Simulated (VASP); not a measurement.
# Ta2N (P-3m1) in VASP: notebook, part 2 of 2

VASP 6.6.1. Earlier steps stand in the parts before.

## Step 3: Relaxation of cell and atoms, revPBE+D4

INCAR

```
PREC = Accurate
ENCUT = 600
EDIFF = 1E-6
ISMEAR = -1
SIGMA = 0.05
LREAL = F
LASPH = T
NELM = 100
ALGO = Normal
ISIF = 3
LWAVE = F
LCHARG = F
GGA = RE
IVDW = 13
IBRION = 2
NSW = 60
EDIFFG = -0.01
```

KPOINTS

```
regular mesh
0
Gamma
  10 10 6
```

POSCAR

```
Ta2N
1.0
    3.1128615060      0.0000000000      0.0000000000
   -1.5564307530      2.6958171426      0.0000000000
    0.0000000000      0.0000000000      4.8698410000
Ta N
2 1
Direct
    0.3333333333      0.6666666667      0.2547110000
    0.6666666667      0.3333333333      0.7452890000
    0.0000000000      0.0000000000      0.0000000000
```

Potentials or basis: VASP PAW PBE potentials, release 64 (Ta_pv, N).

Started as:

```
> cat potpaw_PBE.64/Ta_pv/POTCAR potpaw_PBE.64/N/POTCAR > POTCAR
> mpirun -np 1 vasp_std > vasp.out
```

OUTCAR:

```text
PREC = Accurate
   ENCUT = 600
   EDIFF = 1E-6
   ISMEAR = -1
   LREAL = F
   LASPH = T
   NELM = 100
   ISIF = 3
   GGA = RE
   IVDW = 13
   IBRION = 2
   NSW = 60
   EDIFFG = -0.01

 ion  position               nearest neighbor table
   1  0.333  0.667  0.255-   3 2.18   3 2.18   3 2.18   2 2.99   2 2.99   2 2.99   2 3.06   2 3.06
                             2 3.06
   2  0.667  0.333  0.745-   3 2.18   3 2.18   3 2.18   1 2.99   1 2.99   1 2.99   1 3.06   1 3.06
                             1 3.06
   3  0.000  0.000  0.000-   1 2.18   2 2.18   1 2.18   2 2.18   2 2.18   1 2.18

  LATTYP: Found a hexagonal cell.
 ALAT       =     3.1128615060
 C/A-ratio  =     1.5644258476

  Lattice vectors:

 A1 = (   3.1128615060,   0.0000000000,   0.0000000000)
 A2 = (  -1.5564307530,   2.6958171426,   0.0000000000)
 A3 = (   0.0000000000,   0.0000000000,   4.8698410000)

Analysis of symmetry for initial positions (statically):
=====================================================================
 Subroutine PRICEL returns:
 Original cell was already a primitive cell.

 Routine SETGRP: Setting up the symmetry group for a
 hexagonal supercell.

 Subroutine GETGRP returns: Found 12 space group operations
 (whereof 12 operations were pure point group operations)
 out of a pool of 24 trial point group operations.

The static configuration has the point symmetry D_3d.

Analysis of symmetry for dynamics (positions and initial velocities):
=====================================================================
 Subroutine PRICEL returns:
 Original cell was already a primitive cell.

 Routine SETGRP: Setting up the symmetry group for a
 hexagonal supercell.

 Subroutine GETGRP returns: Found 12 space group operations
 (whereof 12 operations were pure point group operations)
 out of a pool of 24 trial point group operations.

The dynamic configuration has the point symmetry D_3d.

 Subroutine INISYM returns: Found 12 space group operations
 (whereof 12 operations are pure point group operations),
 and found     1 'primitive' translations

----------------------------------------------------------------------------------------

                                     Primitive cell

  volume of cell :      40.8663

  direct lattice vectors                    reciprocal lattice vectors
     3.112861506  0.000000000  0.000000000     0.321247829  0.185472520  0.000000000
    -1.556430753  2.695817143  0.000000000     0.000000000  0.370945041  0.000000000
     0.000000000  0.000000000  4.869841000     0.000000000  0.000000000  0.205345513

  length of vectors
     3.112861506  3.112861506  4.869841000     0.370945041  0.370945041  0.205345513

  position of ions in fractional coordinates (direct lattice)
     0.333333333  0.666666667  0.254711000
     0.666666667  0.333333333  0.745289000
     0.000000000  0.000000000  0.000000000

  ion indices of the primitive-cell ions
   primitive index   ion index
                 1           1
                 2           2
                 3           3

----------------------------------------------------------------------------------------

 KPOINTS: regular mesh

Automatic generation of k-mesh.
 Grid dimensions read from file:
 generate k-points for:   10   10    6

 Generating k-lattice:

  Cartesian coordinates                     Fractional coordinates (reciprocal lattice)
     0.032124783  0.018547252  0.000000000     0.100000000  0.000000000  0.000000000
     0.000000000  0.037094504  0.000000000     0.000000000  0.100000000  0.000000000
     0.000000000  0.000000000  0.034224252     0.000000000  0.000000000  0.166666667

  Length of vectors
     0.037094504  0.037094504  0.034224252

  Shift w.r.t. Gamma in fractional coordinates (k-lattice)
     0.000000000  0.000000000  0.000000000

 Subroutine IBZKPT returns following result:
 ===========================================

 Found     72 irreducible k-points:

 Following reciprocal coordinates:
            Coordinates               Weight
  0.000000  0.000000  0.000000      1.000000
  0.100000 -0.000000  0.000000      6.000000
  0.200000 -0.000000  0.000000      6.000000
  0.300000 -0.000000  0.000000      6.000000
  0.400000 -0.000000  0.000000      6.000000
  0.500000  0.000000  0.000000      3.000000
[... 16 lines left out ...]
  0.000000  0.400000  0.166667      6.000000
  0.500000  0.000000  0.166667      6.000000
 [... further k-points ...]
   k-points           NKPTS =     72   k-points in BZ     NKDIM =     72   number of bands    NBANDS=     17
   number of dos      NEDOS =    301   number of ions     NIONS =      3
   total plane-waves  NPLWV =  31360
   dimension x,y,z NGX =    28 NGY =   28 NGZ =   40
   dimension x,y,z NGXF=    56 NGYF=   56 NGZF=   80
   ions per type =               2   1
   NGX,Y,Z   is equivalent  to a cutoff of  14.95, 14.95, 13.66 a.u.
   NGXF,Y,Z  is equivalent  to a cutoff of  29.91, 29.91, 27.31 a.u.
 SYSTEM =  unknown system
   PREC   = accura    normal or accurate (medium, high low for compatibility)
   ISTART =      0    job   : 0-new  1-cont  2-samecut
   ICHARG =      2    charge: 1-file 2-atom 10-const
   ISPIN  =      1    spin polarized calculation?
   LNONCOLLINEAR =      F non collinear calculations
   LSORBIT =      F    spin-orbit coupling
   LASPH  =      T    aspherical Exc in radial PAW
   ENCUT  =  600.0 eV  44.10 Ry    6.64 a.u.   6.22  6.22  9.73*2*pi/ulx,y,z
   NELM   =    100;   NELMIN=  2; NELMDL= -5     # of ELM steps
   EDIFF  = 0.1E-05   stopping-criterion for ELM
   LREAL  =      F    real-space projection
   EDIFFG = -.1E-01   stopping-criterion for IOM
   NSW    =     60    number of steps for IOM
   IBRION =      2    ionic relax: 0-MD 1-quasi-New 2-CG
   NFREE  =      1    steps in history (QN), initial steepest desc. (CG)
   ISIF   =      3    stress and relaxation
   ISYM   =      2    0-nonsym 1-usesym 2-fastsym
   POTIM  = 0.5000    time-step for ionic-motion
   TEBEG  =    0.0;   TEEND  =   0.0 temperature during run
   PSTRESS=    0.0 pullay stress
   NELECT =      27.0000    total number of electrons
   NUPDOWN=      -1.0000    fix difference up-down
   EMIN   =  10.00;   EMAX   =-10.00  energy-range for DOS
   EFERMI =   0.00;   METHOD = LEGACY
   ISMEAR =    -1;   SIGMA  =   0.05  broadening in eV -4-tet -1-fermi 0-gaus
   EFERMI_NEDOS =   21; number of points for ismear=-14 and -15
   IALGO  =     38    algorithm
   IMIX   =      4    mixing-type and parameters
     AMIX     =   0.40;   BMIX     =  1.00
     AMIX_MAG =   1.60;   BMIX_MAG =  1.00
  volume/ion in A,a.u.               =      13.62        91.93
  Fermi-wavevector in a.u.,A,eV,Ry     =   1.425852  2.694469 27.661374  2.033054
  Thomas-Fermi vector in A             =   2.546192
   LORBIT       =      0    0 simple, 1 ext, 2 COOP (PROOUT), +10 PAW based schemes
   GGA     = RE    functional components
   LHFCALC =     F    Hartree Fock is set to
   AEXX    =    0.0000 exact exchange contribution
   IVDW    =    13    specifies the selected vdW correction
   LEPSILON=     F    determine dielectric tensor
   LRPA    =     F    only Hartree local field effects (RPA)
 conjugate gradient relaxation of ions
 non-spin polarized calculation
  energy-cutoff  :      600.00
  volume of cell :       40.87
 maximum number of plane-waves:      1387
 NGX is ok and might be reduce to    28
   NGX = 13   NGY = 13   NGZ = 19

--------------------------------------- Ionic step        1  -------------------------------------------

 number of electron      26.9999997 magnetization

 Free energy of the ion-electron system (eV)
  ---------------------------------------------------
  ext. energy  EPLUGINS =         0.00000000
  ---------------------------------------------------
  free energy    TOTEN  =       -33.13927695 eV

  energy without entropy =      -33.12568135  energy(sigma->0) =      -33.13247915

------------------------ aborting loop because EDIFF is reached ----------------------------------------

  DFT-D4 for vdW energy calculation

  Edisp (eV):   -1.41219
[... 196 lines left out ...]
--------------------------------------- Ionic step        6  -------------------------------------------

 number of electron      26.9999998 magnetization

 Free energy of the ion-electron system (eV)
  ---------------------------------------------------
  ext. energy  EPLUGINS =         0.00000000
  ---------------------------------------------------
  free energy    TOTEN  =       -33.12679613 eV

  energy without entropy =      -33.11483654  energy(sigma->0) =      -33.12081633

 E-fermi :   7.7039     XC(G=0): -12.8906

 val. band max:        7.6986606559   @ k =   0.2000  -0.0000   0.0000
 cond. band min:       7.7178039230   @ k =   0.2000   0.1000   0.3333
 fundamental gap:      0.0191432671
 Fermi energy:         7.7039056472

 k-point     1 :       0.0000    0.0000    0.0000
  band No.  band energies     occupation
      1     -28.0260      2.00000
      2     -27.2599      2.00000
      3     -27.2599      2.00000
      4     -27.1355      2.00000
      5     -27.1355      2.00000
      6     -27.0444      2.00000
[... 457 lines left out ...]
      4     -27.4482      2.00000
      5     -27.2560      2.00000
      6     -27.2361      2.00000
[... 9 lines left out ...]
     16      11.2657      0.00000
     17      11.5049      0.00000

 [... further k-points ...]

------------------------ aborting loop because EDIFF is reached ----------------------------------------

  DFT-D4 for vdW energy calculation

  Edisp (eV):   -1.43551
[... 26 lines left out ...]
  FREE ENERGIE OF THE ION-ELECTRON SYSTEM (eV)
  ---------------------------------------------------
  free  energy   TOTEN  =       -34.5623040288 eV

  energy  without entropy=      -34.5503444422  energy(sigma->0) =      -34.55632424

 reached required accuracy - stopping structural energy minimisation
```

OSZICAR:

```text
N       E                     dE             d eps       ncg     rms          rms(c)
DAV:   1     0.222765718928E+03    0.22277E+03   -0.16793E+04  2448   0.181E+03
DAV:   2    -0.265903293904E+02   -0.24936E+03   -0.24686E+03  2808   0.464E+02
DAV:   3    -0.362503902283E+02   -0.96601E+01   -0.94080E+01  3430   0.800E+01
DAV:   4    -0.363513194352E+02   -0.10093E+00   -0.99937E-01  3007   0.794E+00
[... 49 lines left out ...]
DAV:   1    -0.331277584982E+02   -0.22511E-02   -0.76988E-02  2448   0.245E+00    0.186E-01
DAV:   2    -0.331270515788E+02    0.70692E-03   -0.22712E-03  3347   0.422E-01    0.979E-02
DAV:   3    -0.331267979762E+02    0.25360E-03   -0.67298E-04  3393   0.186E-01    0.285E-02
DAV:   4    -0.331267965812E+02    0.13949E-05   -0.22097E-05  2984   0.424E-02    0.199E-02
DAV:   5    -0.331267961265E+02    0.45474E-06   -0.25908E-06  2333   0.129E-02
   6 F= -.34562304E+02 E0= -.34556324E+02  d E =-.286362E-03
```

CONTCAR:

```text
Ta2N
   1.00000000000000
     3.0843672633630450    0.0000000000000000    0.0000000000000000
    -1.5421836316815225    2.6711404046164051   -0.0000000000000000
     0.0000000000000000    0.0000000000000000    4.8834952784572563
  Ta              N
     2     1
Direct
     0.3333333332999970    0.6666666667000030    0.2567842064301403
     0.6666666667000030    0.3333333332999970    0.7432157935698598
     1.0000000000000000    0.0000000000000000    1.0000000000000000

  0.00000000E+00  0.00000000E+00  0.00000000E+00
  0.00000000E+00  0.00000000E+00  0.00000000E+00
  0.00000000E+00  0.00000000E+00  0.00000000E+00
```

Wall time 2.7 min (1 thread of Intel Xeon Platinum 8488C (Sapphire Rapids), shared host); peak memory 0.23 GiB.

What came out:

* Free energy: -34.5623 eV
* Relaxed volume: 13.41 Å³/atom
* Relaxed cell: a = 3.084 Å, b = 3.084 Å, c = 4.883 Å, α = 90.00°, β = 90.00°, γ = 120.00°
* Space group after relaxing (to 0.1 Å): P-3m1 (No. 164)
* Energy gained by relaxing: 3.6 meV/atom
* Ionic steps: 6
* Pressure after relaxing: -0.1 GPa
* Band gap on the k mesh: zero (an odd number of electrons rules out a gap without spin polarisation)
* Dispersion energy per atom: -0.479 eV

Forces on the atoms (eV/Å):
```
Ta   0.000  0.000 -0.003
Ta   0.000  0.000  0.003
N    0.000  0.000  0.000
```

The path:
| step | energy change (eV) | largest force (eV/Å) | pressure (GPa) | volume (Å³) |
| --- | --- | --- | --- | --- |
| 1 | 0.0000 | 0.0895 | -4.00 | 40.87 |
| 2 | 0.0346 | 0.3169 | 10.72 | 38.89 |
| 3 | -0.0082 | 0.1606 | 0.17 | 40.25 |
| 4 | -0.0103 | 0.0203 | 0.08 | 40.22 |
| 5 | -0.0106 | 0.0413 | 0.07 | 40.21 |
| 6 | -0.0108 | 0.0027 | -0.10 | 40.23 |

Final structure:
```yaml
crystal:
  lattice:
    - [3.08437, 0.00000, 0.00000]
    - [-1.54218, 2.67114, 0.00000]
    - [0.00000, 0.00000, 4.88350]
  atoms:
    - { symbol: Ta, position: [0.33333, 0.66667, 0.25678] }
    - { symbol: Ta, position: [0.66667, 0.33333, 0.74322] }
    - { symbol: N, position: [0.00000, 0.00000, 0.00000] }
```

Levels at points of the mesh, in eV from the Fermi level:
```csv
k point,band 12,band 13,band 14,band 15,band 16,band 17
"(0.00, 0.00, 0.00)",-0.78,-0.24,-0.24,0.19,0.38,0.38
"(0.50, 0.00, 0.00)",-2.65,-1.36,1.60,2.00,3.89,4.08
"(0.00, 0.00, 0.50)",-2.69,-1.08,-1.08,1.74,2.05,2.36
"(0.50, 0.00, 0.50)",-2.20,-2.13,-0.45,0.70,3.48,3.73
```

Caveat: the PAW data sets were made with another functional, which shifts forces and pressure a little; spin-orbit coupling is left out, which moves the levels of the heavy elements.

## Step 4: Single point, b88 exchange, pbe correlation, non-collinear spin, zero start, spin-orbit coupling (14.17 Å³/atom)

This run uses another cell than the first one, of 14.17 Å³/atom.

INCAR

```
SYSTEM = Ta2N
PREC     = Accurate       ! precision mode
ENCUT    = 600            ! plane-wave cutoff, eV
EDIFF    = 1E-6           ! SCF threshold, eV
ISMEAR   = -1             ! smearing method
SIGMA    = 0.01           ! smearing width, eV
LREAL    = .FALSE.        ! projectors in reciprocal space
LASPH    = .TRUE.         ! aspherical terms in the spheres
NELM     = 200            ! most SCF steps
ALGO     = Normal         ! electronic algorithm
ISIF     = 2              ! what is computed and relaxed
LWAVE    = .FALSE.        ! write WAVECAR
LCHARG   = .TRUE.         ! write CHGCAR
MAGMOM   = 0 0 0 0 0 0 0 0 0 ! initial moments
LORBIT   = 11             ! projections on sites
LSORBIT  = .TRUE.         ! spin-orbit coupling
GGA_COMPAT= .FALSE.      
LORBMOM  = .TRUE.       
LMAXMIX  = 4              ! l up to which the mixer works
GGA      = LIBXC          ! functional
LIBXC1   = GGA_X_B88    
LIBXC2   = GGA_C_PBE    
LVHAR    = .TRUE.       
NBANDS   = 40             ! bands
```

KPOINTS

```
Automatic mesh
0
G
  10 10 6
  0 0 0
```

POSCAR

```
Ta2N
1.0
    3.1538249100      0.0000000000      0.0000000000
   -1.5769124550      2.7312924911      0.0000000000
    0.0000000000      0.0000000000      4.9339252000
Ta N
2 1
Direct
    0.3333333333      0.6666666667      0.2547110000
    0.6666666667      0.3333333333      0.7452890000
    0.0000000000      0.0000000000      0.0000000000
```

Started as:

```
> cat potpaw_PBE.64/Ta_pv/POTCAR potpaw_PBE.64/N/POTCAR > POTCAR
> mpirun -np 1 vasp_ncl > vasp.out
```

It took 6.1 min on 1 thread of Intel Xeon Platinum 8259CL at 2.50GHz (Skylake/Cascade Lake), shared host; peak memory 0.43 GiB.

The run converged. Its results:

| Property | Result |
| --- | --- |
| Free energy | -35.3112 eV |
| Pressure | -10.8 GPa |
| Largest force | 0.147 eV/Å |
| Net moment | 0.00 μB per cell |
| Valence electrons inside the program's atomic spheres | Ta 8.81; N 3.71 |

Forces on the atoms (eV/Å):
```
Ta   0.000  0.000 -0.147
Ta   0.000  0.000  0.147
N    0.000  0.000  0.000
```

Stress tensor (GPa, compression positive):
```
-11.09   0.00   0.00
  0.00 -11.09   0.00
  0.00   0.00 -10.30
```

Moments on the atoms (μB; x, y, z):
```
Ta  0.00 0.00 0.00
Ta  0.00 0.00 0.00
N   0.00 0.00 0.00
```

Caveat: the cell stands under tension; the PAW data sets were made with another functional, which shifts forces and pressure a little.

## Step 5: Relaxation of cell and atoms, r2SCAN

POSCAR

```
Ta2N
1.0
    3.1128615060      0.0000000000      0.0000000000
   -1.5564307530      2.6958171426      0.0000000000
    0.0000000000      0.0000000000      4.8698410000
Ta N
2 1
Direct
    0.3333333333      0.6666666667      0.2547110000
    0.6666666667      0.3333333333      0.7452890000
    0.0000000000      0.0000000000      0.0000000000
```

INCAR.step1

```
SYSTEM = Ta2N
PREC = Accurate
ENCUT = 600
ISMEAR = -1
SIGMA = 0.05
LREAL = .FALSE.
LASPH = .TRUE.
NELM = 80
GGA = PE
ALGO = Normal
EDIFF = 1E-4
LWAVE = .TRUE.
LCHARG = .FALSE.
```

INCAR.step2

```
SYSTEM = Ta2N
PREC = Accurate
ENCUT = 600
EDIFF = 1E-6
ISMEAR = -1
SIGMA = 0.05
LREAL = .FALSE.
LASPH = .TRUE.
NELM = 80
ALGO = Normal
ISIF = 3
LWAVE = .FALSE.
LCHARG = .FALSE.
METAGGA = R2SCAN
LMIXTAU = .TRUE.
IBRION = 2
NSW = 60
EDIFFG = -0.01
ISTART = 1
```

KPOINTS

```
regular mesh
0
G
  10 10 6
  0 0 0
```

Started as:

```
> cat potpaw_PBE.64/Ta_pv/POTCAR potpaw_PBE.64/N/POTCAR > POTCAR
> cp INCAR.step1 INCAR
> mpirun -np 1 vasp_std > vasp.out
> cp INCAR.step2 INCAR
> mpirun -np 1 vasp_std > vasp.out
```

Run time: 12 min. Hardware: 1 thread of Intel Xeon 6975P-C (Granite Rapids), shared host; peak memory 0.23 GiB.

It converged, with:

- Free energy: -109.0374 eV
- Relaxed volume: 13.39 Å³/atom
- Relaxed cell: a = 3.074 Å, b = 3.074 Å, c = 4.909 Å, α = 90.00°, β = 90.00°, γ = 120.00°
- Space group after relaxing (to 0.1 Å): P-3m1 (No. 164)
- Energy gained by relaxing: 5.6 meV/atom
- Ionic steps: 9
- Pressure after relaxing: 0.0 GPa
- Largest force after relaxing: 0.005 eV/Å
- Band gap on the k mesh: zero (an odd number of electrons rules out a gap without spin polarisation)

Forces on the atoms (eV/Å):
```
Ta   0.000  0.000 -0.005
Ta   0.000  0.000  0.005
N    0.000  0.000  0.000
```

Step by step:
| step | energy change (eV) | largest force (eV/Å) | pressure (GPa) | volume (Å³) |
| --- | --- | --- | --- | --- |
| 1 | 0.0000 | 0.1783 | -4.25 | 40.87 |
| 2 | 0.0370 | 0.3214 | 11.89 | 38.77 |
| 3 | -0.0106 | 0.2280 | 0.53 | 40.18 |
| 4 | -0.0159 | 0.0019 | 0.17 | 40.16 |
| 5 | -0.0163 | 0.0849 | 0.07 | 40.16 |
| 6 | -0.0168 | 0.0008 | -0.07 | 40.19 |
| 7 | -0.0168 | 0.0125 | -0.05 | 40.18 |
| 8 | -0.0168 | 0.0017 | 0.12 | 40.16 |
| 9 | -0.0168 | 0.0055 | 0.05 | 40.17 |

Final structure:
```
CELL_PARAMETERS angstrom
3.07401 0.00000 0.00000
-1.53701 2.66217 0.00000
0.00000 0.00000 4.90852
ATOMIC_POSITIONS crystal
Ta 0.33333 0.66667 0.25776
Ta 0.66667 0.33333 0.74224
N 0.00000 0.00000 0.00000
```

Levels at points of the mesh, in eV from the Fermi level:
```
           k point  band 10  band 11  band 12  band 13  band 14  band 15  band 16  band 17
(0.00, 0.00, 0.00)    -6.28    -5.49    -0.85    -0.24    -0.24     0.06     0.52     0.52
(0.50, 0.00, 0.00)    -6.68    -4.85    -2.94    -1.56     1.51     2.14     4.13     4.18
(0.00, 0.00, 0.50)    -6.47    -3.36    -3.01    -1.05    -1.05     1.73     2.37     2.48
(0.50, 0.00, 0.50)    -6.41    -3.52    -2.49    -2.29    -0.64     0.70     3.73     3.96
```

Caveat: the PAW data sets were made with another functional, which shifts forces and pressure a little; spin-orbit coupling is left out, which moves the levels of the heavy elements.

## Step 6: Overview

| task | level | spin | cell | smearing | gap on the mesh (eV) | pressure (GPa) | relaxed volume (Å³/atom) | largest force (eV/Å) |
| --- | --- | --- | --- | --- | --- | --- | --- | --- |
| relaxation of cell and atoms | revPBE+D3(BJ) | off | relaxed from a = 3.113, b = 3.113, c = 4.870 Å, angles 90.0, 90.0, 120.0°, 3 atoms | fermi-dirac 0.05 eV | none | 0.1 | 13.13 | - |
| relaxation of cell and atoms | revPBE+D4 | off | relaxed from a = 3.113, b = 3.113, c = 4.870 Å, angles 90.0, 90.0, 120.0°, 3 atoms | fermi-dirac 0.05 eV | none | -0.1 | 13.41 | - |
| single point | b88 exchange, pbe correlation | non-collinear, zero start, SOC | a = 3.154, b = 3.154, c = 4.934 Å, angles 90.0, 90.0, 120.0°, 3 atoms | fermi-dirac 0.01 eV | - | -10.8 | - | 0.15 |
| relaxation of cell and atoms | r2SCAN | off | relaxed from a = 3.113, b = 3.113, c = 4.870 Å, angles 90.0, 90.0, 120.0°, 3 atoms | fermi-dirac 0.05 eV | none | 0.0 | 13.39 | 0.01 |

Alike in all rows: potentials or basis VASP PAW PBE potentials, release 64 (Ta_pv, N); k mesh 10 × 10 × 6; cutoff (eV) 600.

Caveats: the PAW data sets were made with another functional, which shifts forces and pressure a little; spin-orbit coupling is left out, which moves the levels of the heavy elements (at least some runs); the cell stands under tension (at least some runs).

Total energies depend on the potentials used, so only differences within one code and one set of settings carry meaning.
